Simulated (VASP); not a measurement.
# TePb (Fm-3m) in VASP: notebook

TePb is run at these levels: PBE; tasks: single point.

Program: VASP 6.6.1. These are calculated values, not measurements. Logs are shortened: lines on timing, memory, paths and dates and some standing lists are left out, and cuts for length are marked.

## Step 1: The cell of the first run

Symmetry: Fm-3m, No. 225, cubic system. Conventional cell: a = 6.561 Å, b = 6.561 Å, c = 6.561 Å, α = 90.00°, β = 90.00°, γ = 90.00°. Within 4.3 Å of Pb (site symmetry m-3m) lie 6 Te at 3.28 Å. Within 4.3 Å of Te (site symmetry m-3m) lie 6 Pb at 3.28 Å.

## Step 2: Single point, PBE, non-collinear spin, zero start, spin-orbit coupling

Contents of INCAR:

```
SYSTEM = TePb
PREC = Accurate ; ENCUT = 520
EDIFF = 1E-6 ; ISMEAR = 0
SIGMA = 0.05 ; LREAL = .False.
LASPH = .True. ; NELM = 150
ALGO = Normal ; ISIF = 2
LWAVE = .False. ; LCHARG = .False.
LNONCOLLINEAR = .True. ; MAGMOM = 0 0 0 0 0 0
LORBIT = 11 ; LSORBIT = .True.
GGA_COMPAT = .False. ; LORBMOM = .True.
GGA = PE ; NBANDS = 32
```

Contents of KPOINTS:

```
Automatic mesh
0
Gamma
  6 6 6
  0 0 0
```

Contents of POSCAR:

```
TePb
1.0
    0.0000000000      3.2803826274      3.2803826274
    3.2803826274      0.0000000000      3.2803826274
    3.2803826274      3.2803826274      0.0000000000
Pb Te
1 1
Direct
    0.5000000000      0.5000000000      0.5000000000
    0.0000000000      0.0000000000      0.0000000000
```

Potentials or basis: VASP PAW PBE potentials, release 64 (Pb_d, Te).

Command:

```bash
cat potpaw_PBE.64/Pb_d/POTCAR potpaw_PBE.64/Te/POTCAR > POTCAR
mpirun -np 1 vasp_ncl > vasp.out
```

OUTCAR:

```text
SYSTEM = TePb
   PREC = Accurate
   ENCUT = 520
   EDIFF = 1E-6
   ISMEAR = 0
   LREAL = .False.
   LASPH = .True.
   NELM = 150
   ISIF = 2
   LNONCOLLINEAR = .True.
   LORBIT = 11
   LSORBIT = .True.
   GGA = PE

 ion  position               nearest neighbor table
   1  0.500  0.500  0.500-   2 3.28   2 3.28   2 3.28   2 3.28   2 3.28   2 3.28
   2  0.000  0.000  0.000-   1 3.28   1 3.28   1 3.28   1 3.28   1 3.28   1 3.28

  LATTYP: Found a face centered cubic cell.
 ALAT       =     6.5607652548

  Lattice vectors:

 A1 = (   0.0000000000,   3.2803826274,   3.2803826274)
 A2 = (   3.2803826274,   0.0000000000,   3.2803826274)
 A3 = (   3.2803826274,   3.2803826274,   0.0000000000)

Analysis of symmetry for initial positions (statically):
=====================================================================
 Subroutine PRICEL returns:
 Original cell was already a primitive cell.

 Routine SETGRP: Setting up the symmetry group for a
 face centered cubic supercell.

 Subroutine GETGRP returns: Found 48 space group operations
 (whereof 48 operations were pure point group operations)
 out of a pool of 48 trial point group operations.

The static configuration has the point symmetry O_h .

Analysis of symmetry for dynamics (positions and initial velocities):
=====================================================================
 Subroutine PRICEL returns:
 Original cell was already a primitive cell.

 Routine SETGRP: Setting up the symmetry group for a
 face centered cubic supercell.

 Subroutine GETGRP returns: Found 48 space group operations
 (whereof 48 operations were pure point group operations)
 out of a pool of 48 trial point group operations.

The dynamic configuration has the point symmetry O_h .

Analysis of structural, dynamic, and magnetic symmetry:
=====================================================================
 Subroutine PRICEL returns:
 Original cell was already a primitive cell.

 Routine SETGRP: Setting up the symmetry group for a
 face centered cubic supercell.

 Subroutine GETGRP returns: Found 48 space group operations
 (whereof 48 operations were pure point group operations)
 out of a pool of 48 trial point group operations.

The overall configuration has the point symmetry O_h .

 Subroutine INISYM returns: Found 48 space group operations
 (whereof 48 operations are pure point group operations),
 and found     1 'primitive' translations

----------------------------------------------------------------------------------------

                                     Primitive cell

  volume of cell :      70.5998

  direct lattice vectors                    reciprocal lattice vectors
     0.000000000  3.280382627  3.280382627    -0.152421244  0.152421244  0.152421244
     3.280382627  0.000000000  3.280382627     0.152421244 -0.152421244  0.152421244
     3.280382627  3.280382627  0.000000000     0.152421244  0.152421244 -0.152421244

  length of vectors
     4.639161601  4.639161601  4.639161601     0.264001338  0.264001338  0.264001338

  position of ions in fractional coordinates (direct lattice)
     0.500000000  0.500000000  0.500000000
     0.000000000  0.000000000  0.000000000

  ion indices of the primitive-cell ions
   primitive index   ion index
                 1           1
                 2           2

----------------------------------------------------------------------------------------

 KPOINTS: Automatic mesh

Automatic generation of k-mesh.
 Grid dimensions read from file:
 generate k-points for:    6    6    6

 Generating k-lattice:

  Cartesian coordinates                     Fractional coordinates (reciprocal lattice)
    -0.025403541  0.025403541  0.025403541     0.166666667  0.000000000  0.000000000
     0.025403541 -0.025403541  0.025403541     0.000000000  0.166666667  0.000000000
     0.025403541  0.025403541 -0.025403541     0.000000000  0.000000000  0.166666667

  Length of vectors
     0.044000223  0.044000223  0.044000223
[... 86 lines left out ...]

 number of electron      20.0000000 magnetization      -0.0000000     -0.0000000      0.0000000

 Free energy of the ion-electron system (eV)
  ---------------------------------------------------
  ext. energy  EPLUGINS =         0.00000000
  ---------------------------------------------------
  free energy    TOTEN  =        -8.04736971 eV

  energy without entropy =       -8.04712805  energy(sigma->0) =       -8.04724888

 E-fermi :   5.1776     XC(G=0):  -9.0898

 val. band max:        5.1171390396   @ k =   0.5000   0.0000   0.0000
 cond. band min:       5.2381362591   @ k =   0.5000   0.0000   0.0000
 fundamental gap:      0.1209972195
 Fermi energy:         5.1776376501

 k-point     1 :       0.0000    0.0000    0.0000
  band No.  band energies     occupation
      1     -13.0371      1.00000
      2     -13.0371      1.00000
      3     -13.0371      1.00000
      4     -13.0371      1.00000
      5     -10.4810      1.00000
      6     -10.4810      1.00000
[... 549 lines left out ...]
     31      15.5908      0.00000
     32      15.5908      0.00000

------------------------ aborting loop because EDIFF is reached ----------------------------------------

  FORCE on cell =-STRESS in cart. coord.  units (eV):
  Direction    XX          YY          ZZ          XY          YZ          ZX
  --------------------------------------------------------------------------------------
  -------------------------------------------------------------------------------------
  Total        0.0484243      0.0484243      0.0484243      0.0000000      0.0000000      0.0000000
  in kB        1.0989313      1.0989313      1.0989313      0.0000000      0.0000000      0.0000000
  external PRESSURE =       1.0989313 kB  Pullay stress =       0.0000000 kB

 VOLUME and BASIS-vectors are now :
 -----------------------------------------------------------------------------
  energy-cutoff  :      520.00
  volume of cell :       70.60
      direct lattice vectors                 reciprocal lattice vectors
     0.000000000  3.280382627  3.280382627    -0.152421244  0.152421244  0.152421244
     3.280382627  0.000000000  3.280382627     0.152421244 -0.152421244  0.152421244
     3.280382627  3.280382627  0.000000000     0.152421244  0.152421244 -0.152421244

 POSITION                                       TOTAL-FORCE (eV/Angst)
 -----------------------------------------------------------------------------------
      3.28038      3.28038      3.28038        -0.000000     -0.000000     -0.000000
      0.00000      0.00000      0.00000         0.000000      0.000000      0.000000
 -----------------------------------------------------------------------------------
    total drift:                                0.000000      0.000000      0.000000

  FREE ENERGIE OF THE ION-ELECTRON SYSTEM (eV)
  ---------------------------------------------------
  free  energy   TOTEN  =        -8.0473697089 eV

  energy  without entropy=       -8.0471280459  energy(sigma->0) =       -8.04724888

 orbital moment (x)

 # of ion     p       d       tot
 ----------------------------------------
  1        -0.000  -0.000  -0.000
  2        -0.000   0.000  -0.000
 ----------------------------------------
           -0.000  -0.000  -0.000

 orbital moment (y)

 # of ion     p       d       tot
 ----------------------------------------
  1        -0.000   0.000  -0.000
  2        -0.000   0.000  -0.000
 ----------------------------------------
           -0.000   0.000  -0.000

 orbital moment (z)

 # of ion     p       d       tot
 ----------------------------------------
  1         0.000   0.000   0.000
  2         0.000   0.000   0.000
 ----------------------------------------
            0.000   0.000   0.000

 Spin-Orbit-Coupling matrix elements

 Ion:    1  E_soc:     -0.8831316
 l=   1
     0.0000000    -0.0799491    -0.0799491
    -0.0799491     0.0000000    -0.0799491
    -0.0799491    -0.0799491     0.0000000
 l=   2
     0.0000000    -0.0134328     0.0000000    -0.0134328    -0.0538067
    -0.0134328     0.0000000    -0.0403550    -0.0134328    -0.0134517
     0.0000000    -0.0403550     0.0000000    -0.0403550     0.0000000
    -0.0134328    -0.0134328    -0.0403550     0.0000000    -0.0134517
    -0.0538067    -0.0134517     0.0000000    -0.0134517     0.0000000
 l=   3
     0.0000000     0.0000000     0.0000000     0.0000000     0.0000000     0.0000000     0.0000000
     0.0000000     0.0000000     0.0000000     0.0000000     0.0000000     0.0000000     0.0000000
     0.0000000     0.0000000     0.0000000     0.0000000     0.0000000     0.0000000     0.0000000
     0.0000000     0.0000000     0.0000000     0.0000000     0.0000000     0.0000000     0.0000000
     0.0000000     0.0000000     0.0000000     0.0000000     0.0000000     0.0000000     0.0000000
     0.0000000     0.0000000     0.0000000     0.0000000     0.0000000     0.0000000     0.0000000
     0.0000000     0.0000000     0.0000000     0.0000000     0.0000000     0.0000000     0.0000000

 Ion:    2  E_soc:     -0.2113352
 l=   1
     0.0000000    -0.0352502    -0.0352502
    -0.0352502     0.0000000    -0.0352502
    -0.0352502    -0.0352502     0.0000000
 l=   2
     0.0000000    -0.0000079     0.0000000    -0.0000079     0.0000356
    -0.0000079     0.0000000     0.0000267    -0.0000079     0.0000089
     0.0000000     0.0000267     0.0000000     0.0000267     0.0000000
    -0.0000079    -0.0000079     0.0000267     0.0000000     0.0000089
     0.0000356     0.0000089     0.0000000     0.0000089     0.0000000
 l=   3
     0.0000000     0.0000000     0.0000000     0.0000000     0.0000000     0.0000000     0.0000000
     0.0000000     0.0000000     0.0000000     0.0000000     0.0000000     0.0000000     0.0000000
     0.0000000     0.0000000     0.0000000     0.0000000     0.0000000     0.0000000     0.0000000
     0.0000000     0.0000000     0.0000000     0.0000000     0.0000000     0.0000000     0.0000000
     0.0000000     0.0000000     0.0000000     0.0000000     0.0000000     0.0000000     0.0000000
     0.0000000     0.0000000     0.0000000     0.0000000     0.0000000     0.0000000     0.0000000
     0.0000000     0.0000000     0.0000000     0.0000000     0.0000000     0.0000000     0.0000000

 total charge

# of ion       s       p       d       tot
------------------------------------------
    1        1.453   0.578   9.831  11.863
    2        1.377   1.980   0.016   3.373
--------------------------------------------------
tot          2.830   2.558   9.847  15.235

 magnetization (x)

# of ion       s       p       d       tot
------------------------------------------
    1        0.000  -0.000   0.000   0.000
    2       -0.000   0.000   0.000   0.000
--------------------------------------------------
tot          0.000   0.000   0.000   0.000

 magnetization (y)

# of ion       s       p       d       tot
------------------------------------------
    1       -0.000  -0.000  -0.000  -0.000
    2        0.000  -0.000   0.000  -0.000
--------------------------------------------------
tot         -0.000  -0.000  -0.000  -0.000

 magnetization (z)

# of ion       s       p       d       tot
------------------------------------------
    1       -0.000  -0.000  -0.000  -0.000
    2       -0.000   0.000  -0.000   0.000
--------------------------------------------------
tot         -0.000   0.000  -0.000  -0.000
```

Wall time 48 s (1 thread of Intel Xeon 6975P-C (Granite Rapids), shared host); peak memory 0.4 GiB.

What came out:

```yaml
Free_energy: -8.0474 eV
Pressure: 0.1 GPa
Net_moment: 0.00 μB per cell
Valence_electrons_inside_the_program's_atomic_spheres: Pb 11.86; Te 3.37
```

Moments on the atoms (μB; x, y, z):
```
Pb  0.00 0.00 0.00
Te  0.00 0.00 0.00
```

## Step 3: Single point, PBE, non-collinear spin, zero start, spin-orbit coupling

Contents of INCAR:

```
PREC     = Accurate       # precision mode
ENCUT    = 520            # plane-wave cutoff, eV
EDIFF    = 1E-6           # SCF threshold, eV
ISMEAR   = 0              # smearing method
SIGMA    = 0.05           # smearing width, eV
LREAL    = F              # projectors in reciprocal space
LASPH    = T              # aspherical terms in the spheres
NELM     = 150            # most SCF steps
ALGO     = Normal         # electronic algorithm
ISIF     = 2              # what is computed and relaxed
LWAVE    = F              # write WAVECAR
LCHARG   = T              # write CHGCAR
LNONCOLLINEAR= T              # non-collinear magnetism
MAGMOM   = 0 0 0 0 0 0    # initial moments
LORBIT   = 11             # projections on sites
LSORBIT  = T              # spin-orbit coupling
GGA_COMPAT= F            
LORBMOM  = T            
GGA      = PE             # functional
LVHAR    = T            
NBANDS   = 32             # bands
```

Contents of KPOINTS:

```
regular mesh
0
Gamma
  6 6 6
```

POSCAR is that of step 2.

Potentials or basis: VASP PAW PBE potentials, release 64 (Pb_d, Te).

Command:

```bash
cat potpaw_PBE.64/Pb_d/POTCAR potpaw_PBE.64/Te/POTCAR > POTCAR
mpirun -np 1 vasp_ncl > vasp.out
```

It took 50 s on 1 thread of Intel Xeon 6975P-C (Granite Rapids), shared host; peak memory 0.4 GiB.

The run converged. Its results:

```yaml
Free_energy: -8.0474 eV
Pressure: 0.1 GPa
Net_moment: 0.00 μB per cell
Valence_electrons_inside_the_program's_atomic_spheres: Pb 11.86; Te 3.37
```

Moments on the atoms (μB; x, y, z):
```
Pb  0.00 0.00 0.00
Te  0.00 0.00 0.00
```
